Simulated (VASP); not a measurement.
# Pd (Fm-3m) in VASP: further runs

The runs below take Pd through electric field gradients, with r2SCAN.

Everything below comes from runs of VASP 6.6.1. Logs are shortened: lines on timing, memory, paths and dates and some standing lists are left out, and cuts for length are marked.

### 1 The cell of the first run

Symmetry: Fm-3m, No. 225, cubic system. Conventional cell: a = 3.893 Å, b = 3.893 Å, c = 3.893 Å, α = 90.00°, β = 90.00°, γ = 90.00°. Within 3.6 Å of Pd (site symmetry m-3m) lie 12 Pd at 2.75 Å.

### 2 Electric field gradients, r2SCAN

POSCAR

```
Pd
1.0
    0.0000000000      1.9465000000      1.9465000000
    1.9465000000      0.0000000000      1.9465000000
    1.9465000000      1.9465000000      0.0000000000
Pd
1
Direct
    0.0000000000      0.0000000000      0.0000000000
```

INCAR.step1

```
SYSTEM = Pd
  PREC = Accurate
  ENCUT = 520
  ISMEAR = 0
  SIGMA = 0.05
  LREAL = .False.
  LASPH = .True.
  NELM = 100
  NBANDS = 11
  GGA = PE
  ALGO = Normal
  EDIFF = 1E-4
  LWAVE = .True.
  LCHARG = .False.
```

INCAR.step2

```
SYSTEM = Pd
  PREC = Accurate
  ENCUT = 520
  EDIFF = 1E-8
  ISMEAR = 0
  SIGMA = 0.05
  LREAL = .False.
  LASPH = .True.
  NELM = 100
  ALGO = Normal
  ISIF = 2
  LWAVE = .False.
  LCHARG = .False.
  METAGGA = R2SCAN
  LMIXTAU = .True.
  LEFG = .True.
  NBANDS = 11
  ISTART = 1
```

KPOINTS

```
Automatic mesh
0
Gamma
  20 20 20
  0 0 0
```

Potentials or basis: VASP PAW PBE potentials, release 64 (Pd).

The run is started by

```
cat potpaw_PBE.64/Pd/POTCAR > POTCAR
cp INCAR.step1 INCAR
mpirun -np 1 vasp_std > vasp.out
cp INCAR.step2 INCAR
mpirun -np 1 vasp_std > vasp.out
```

OUTCAR:

```text
SYSTEM = Pd
   PREC = Accurate
   ENCUT = 520
   EDIFF = 1E-8
   ISMEAR = 0
   LREAL = .False.
   LASPH = .True.
   NELM = 100
   ISIF = 2
   METAGGA = R2SCAN
   ISTART = 1

 ion  position               nearest neighbor table
   1  0.000  0.000  0.000-

  LATTYP: Found a face centered cubic cell.
 ALAT       =     3.8930000000

  Lattice vectors:

 A1 = (   0.0000000000,   1.9465000000,   1.9465000000)
 A2 = (   1.9465000000,   0.0000000000,   1.9465000000)
 A3 = (   1.9465000000,   1.9465000000,   0.0000000000)

Analysis of symmetry for initial positions (statically):
=====================================================================
 Subroutine PRICEL returns:
 Original cell was already a primitive cell.

 Routine SETGRP: Setting up the symmetry group for a
 face centered cubic supercell.

 Subroutine GETGRP returns: Found 48 space group operations
 (whereof 48 operations were pure point group operations)
 out of a pool of 48 trial point group operations.

The static configuration has the point symmetry O_h .

Analysis of symmetry for dynamics (positions and initial velocities):
=====================================================================
 Subroutine PRICEL returns:
 Original cell was already a primitive cell.

 Routine SETGRP: Setting up the symmetry group for a
 face centered cubic supercell.

 Subroutine GETGRP returns: Found 48 space group operations
 (whereof 48 operations were pure point group operations)
 out of a pool of 48 trial point group operations.

The dynamic configuration has the point symmetry O_h .

 Subroutine INISYM returns: Found 48 space group operations
 (whereof 48 operations are pure point group operations),
 and found     1 'primitive' translations

----------------------------------------------------------------------------------------

                                     Primitive cell

  volume of cell :      14.7500

  direct lattice vectors                    reciprocal lattice vectors
     0.000000000  1.946500000  1.946500000    -0.256871307  0.256871307  0.256871307
     1.946500000  0.000000000  1.946500000     0.256871307 -0.256871307  0.256871307
     1.946500000  1.946500000  0.000000000     0.256871307  0.256871307 -0.256871307

  length of vectors
     2.752766699  2.752766699  2.752766699     0.444914156  0.444914156  0.444914156

  position of ions in fractional coordinates (direct lattice)
     0.000000000  0.000000000  0.000000000

  ion indices of the primitive-cell ions
   primitive index   ion index
                 1           1

----------------------------------------------------------------------------------------

 KPOINTS: Automatic mesh

Automatic generation of k-mesh.
 Grid dimensions read from file:
 generate k-points for:   20   20   20

 Generating k-lattice:

  Cartesian coordinates                     Fractional coordinates (reciprocal lattice)
    -0.012843565  0.012843565  0.012843565     0.050000000  0.000000000  0.000000000
     0.012843565 -0.012843565  0.012843565     0.000000000  0.050000000  0.000000000
     0.012843565  0.012843565 -0.012843565     0.000000000  0.000000000  0.050000000

  Length of vectors
     0.022245708  0.022245708  0.022245708

  Shift w.r.t. Gamma in fractional coordinates (k-lattice)
     0.000000000  0.000000000  0.000000000

 Subroutine IBZKPT returns following result:
 ===========================================

 Found    256 irreducible k-points:

 Following reciprocal coordinates:
            Coordinates               Weight
  0.000000  0.000000  0.000000      1.000000
  0.050000  0.000000  0.000000      8.000000
  0.100000  0.000000  0.000000      8.000000
  0.150000  0.000000  0.000000      8.000000
  0.200000  0.000000  0.000000      8.000000
  0.250000  0.000000  0.000000      8.000000
[... 16 lines left out ...]
 -0.400000  0.050000  0.000000     24.000000
 -0.350000  0.050000  0.000000     24.000000
 [... further k-points ...]
   k-points           NKPTS =    256   k-points in BZ     NKDIM =    256   number of bands    NBANDS=     11
   number of dos      NEDOS =    301   number of ions     NIONS =      1
   total plane-waves  NPLWV =   8000
   dimension x,y,z NGX =    20 NGY =   20 NGZ =   20
   dimension x,y,z NGXF=    40 NGYF=   40 NGZF=   40
   ions per type =               1
   NGX,Y,Z   is equivalent  to a cutoff of  12.08, 12.08, 12.08 a.u.
   NGXF,Y,Z  is equivalent  to a cutoff of  24.16, 24.16, 24.16 a.u.
 SYSTEM =  Pd
   PREC   = accura    normal or accurate (medium, high low for compatibility)
   ISTART =      1    job   : 0-new  1-cont  2-samecut
   ICHARG =      0    charge: 1-file 2-atom 10-const
   ISPIN  =      1    spin polarized calculation?
   LNONCOLLINEAR =      F non collinear calculations
   LSORBIT =      F    spin-orbit coupling
   LASPH  =      T    aspherical Exc in radial PAW
   ENCUT  =  520.0 eV  38.22 Ry    6.18 a.u.   5.12  5.12  5.12*2*pi/ulx,y,z
   NELM   =    100;   NELMIN=  2; NELMDL=  0     # of ELM steps
   EDIFF  = 0.1E-07   stopping-criterion for ELM
   LREAL  =      F    real-space projection
   EDIFFG = 0.1E-06   stopping-criterion for IOM
   NSW    =      0    number of steps for IOM
   IBRION =     -1    ionic relax: 0-MD 1-quasi-New 2-CG
   NFREE  =      0    steps in history (QN), initial steepest desc. (CG)
   ISIF   =      2    stress and relaxation
   ISYM   =      2    0-nonsym 1-usesym 2-fastsym
   POTIM  = 0.5000    time-step for ionic-motion
   TEBEG  =    0.0;   TEEND  =   0.0 temperature during run
   PSTRESS=    0.0 pullay stress
   NELECT =      10.0000    total number of electrons
   NUPDOWN=      -1.0000    fix difference up-down
   EMIN   =  10.00;   EMAX   =-10.00  energy-range for DOS
   EFERMI =   0.00;   METHOD = LEGACY
   ISMEAR =     0;   SIGMA  =   0.05  broadening in eV -4-tet -1-fermi 0-gaus
   EFERMI_NEDOS =   21; number of points for ismear=-14 and -15
   IALGO  =     38    algorithm
   IMIX   =      4    mixing-type and parameters
     AMIX     =   0.40;   BMIX     =  1.00
     AMIX_MAG =   1.60;   BMIX_MAG =  1.00
  volume/ion in A,a.u.               =      14.75        99.54
  Fermi-wavevector in a.u.,A,eV,Ry     =   1.438171  2.717748 28.141404  2.068335
  Thomas-Fermi vector in A             =   2.557167
   LORBIT       =      0    0 simple, 1 ext, 2 COOP (PROOUT), +10 PAW based schemes
   METAGGA = R2SCAN    functional components
   LHFCALC =     F    Hartree Fock is set to
   AEXX    =    0.0000 exact exchange contribution
   IVDW    =     0    specifies the selected vdW correction
   LEPSILON=     F    determine dielectric tensor
   LRPA    =     F    only Hartree local field effects (RPA)
 non-spin polarized calculation
 Gauss-broadening in eV      SIGMA  =   0.05
  energy-cutoff  :      520.00
  volume of cell :       14.75
 maximum number of plane-waves:       415
   NGX = 11   NGY = 11   NGZ = 11

 number of electron       9.9999999 magnetization

 Free energy of the ion-electron system (eV)
  ---------------------------------------------------
  ext. energy  EPLUGINS =         0.00000000
  ---------------------------------------------------
  free energy    TOTEN  =       -22.94276399 eV

  energy without entropy =      -22.93968428  energy(sigma->0) =      -22.94122413

 E-fermi :   9.5911     XC(G=0): -14.1349

 val. band max:        9.5897960810   @ k =  -0.4500   0.3000   0.0000
 cond. band min:       9.5953620322   @ k =   0.3500   0.3000   0.0000
 fundamental gap:      0.0055659512
 Fermi energy:         9.5910784960

 k-point     1 :       0.0000    0.0000    0.0000
  band No.  band energies     occupation
      1       2.4158      2.00000
      2       6.6865      2.00000
      3       6.6865      2.00000
      4       6.6865      2.00000
      5       8.2965      2.00000
      6       8.2965      2.00000
      7      27.6339      0.00000
      8      32.0455      0.00000
      9      32.6258      0.00000
     10      32.6258      0.00000
     11      32.6258      0.00000

 k-point     2 :       0.0500    0.0000    0.0000
  band No.  band energies     occupation
      1       2.5104      2.00000
      2       6.6528      2.00000
      3       6.7196      2.00000
      4       6.7196      2.00000
      5       8.2807      2.00000
      6       8.2807      2.00000
      7      27.7332      0.00000
      8      31.8996      0.00000
      9      32.1253      0.00000
     10      32.7320      0.00000
     11      32.7320      0.00000
[... 295 lines left out ...]
 k-point    24 :      -0.3500    0.0500    0.0000
  band No.  band energies     occupation
      1       4.3614      2.00000
      2       6.7303      2.00000
      3       6.7951      2.00000
      4       8.2629      2.00000
      5       8.9853      2.00000
      6       9.7606      0.00000
      7      20.4594      0.00000
      8      27.6879      0.00000
      9      31.6918      0.00000
     10      32.0941      0.00000
     11      33.4970      0.00000

 [... further k-points ...]
[... 5 lines left out ...]
  --------------------------------------------------------------------------------------
  -------------------------------------------------------------------------------------
  Total        0.2586318      0.2586318      0.2586318      0.0000000      0.0000000      0.0000000
  in kB       28.0930738     28.0930738     28.0930738      0.0000000      0.0000000      0.0000000
  external PRESSURE =      28.0930738 kB  Pullay stress =       0.0000000 kB

 VOLUME and BASIS-vectors are now :
 -----------------------------------------------------------------------------
  energy-cutoff  :      520.00
  volume of cell :       14.75
      direct lattice vectors                 reciprocal lattice vectors
     0.000000000  1.946500000  1.946500000    -0.256871307  0.256871307  0.256871307
     1.946500000  0.000000000  1.946500000     0.256871307 -0.256871307  0.256871307
     1.946500000  1.946500000  0.000000000     0.256871307  0.256871307 -0.256871307

 POSITION                                       TOTAL-FORCE (eV/Angst)
 -----------------------------------------------------------------------------------
      0.00000      0.00000      0.00000         0.000000      0.000000      0.000000
 -----------------------------------------------------------------------------------
    total drift:                                0.000000      0.000000      0.000000

  FREE ENERGIE OF THE ION-ELECTRON SYSTEM (eV)
  ---------------------------------------------------
  free  energy   TOTEN  =       -22.9427639855 eV

  energy  without entropy=      -22.9396842766  energy(sigma->0) =      -22.94122413

 Electric field gradients (V/A^2)
---------------------------------------------------------------------
 ion       V_xx      V_yy      V_zz      V_xy      V_xz      V_yz
---------------------------------------------------------------------
   1       0.000     0.000    -0.000    -0.000    -0.000    -0.000
---------------------------------------------------------------------

 Electric field gradients after diagonalization (V/A^2)
 (convention: |V_zz| > |V_xx| > |V_yy|)
----------------------------------------------------------------------
 ion       V_xx      V_yy      V_zz     asymmetry (V_yy - V_xx)/ V_zz
----------------------------------------------------------------------
   1       0.000     0.000    -0.000       0.000
----------------------------------------------------------------------

           NMR quadrupolar parameters

 Cq : quadrupolar parameter    Cq=e*Q*V_zz/h
 eta: asymmetry parameters     (V_yy - V_xx)/ V_zz
 Q  : nuclear electric quadrupole moment in mb (millibarn)
----------------------------------------------------------------------
 ion       Cq(MHz)       eta       Q (mb)
----------------------------------------------------------------------
   1      -0.000       0.000       1.000
----------------------------------------------------------------------
```

It took 3.2 min on 1 thread of Intel Xeon 8259CL, shared host; peak memory 0.16 GiB.

Results:

```
Free energy                             : -22.9428 eV
Pressure                                : 2.8 GPa
Band gap on the k mesh                  : zero (bands 5 and 6 overlap by 1.69 eV)
Largest electric field gradient by atom : under 0.05 V/Å² on every atom
```

Levels at points of the mesh, in eV from the Fermi level:
| k point | band 2 | band 3 | band 4 | band 5 | band 6 | band 7 | band 8 | band 9 |
| --- | --- | --- | --- | --- | --- | --- | --- | --- |
| (0.00, 0.00, 0.00) | -2.90 | -2.90 | -2.90 | -1.29 | -1.29 | 18.04 | 22.45 | 23.03 |
| (0.50, 0.00, 0.00) | -2.98 | -2.98 | -0.02 | -0.02 | 1.30 | 7.73 | 17.44 | 22.15 |
| (0.50, 0.50, 0.00) | -5.25 | -0.09 | 0.32 | 0.32 | 3.67 | 11.33 | 13.95 | 13.95 |

Caveat: the PAW data sets were made with another functional, which shifts forces and pressure a little.

(Part 1 of 2 ends here.)
